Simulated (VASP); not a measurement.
Here is a VASP 6.6.1 calculation.

File INCAR:

```
SYSTEM = Na
  PREC = Accurate
  ENCUT = 520
  EDIFF = 1E-7
  ISMEAR = -1
  SIGMA = 0.05
  LREAL = .False.
  LASPH = .True.
  NELM = 100
  ALGO = Normal
  ISIF = 2
  LWAVE = .False.
  LCHARG = .False.
  GGA = PE
  NBANDS = 10
```

The input KPOINTS:

```
Automatic mesh
0
Gamma
  12 12 12
  0 0 0
```

Contents of POSCAR:

```
Na
1.0
    2.5182754641      0.0000000000      0.0000000000
    0.0000000000      2.5182754641      0.0000000000
    0.0000000000      0.0000000000      2.5182754641
Na
1
Direct
    0.0000000000      0.0000000000      0.0000000000
```

Potentials or basis: VASP PAW PBE potentials, release 64 (Na_pv).

Launch:

```bash
$ cat potpaw_PBE.64/Na_pv/POTCAR > POTCAR
$ mpirun -np 1 vasp_std > vasp.out
```

(1) Predict the pressure.

Answers

(1) 31.1 GPa.
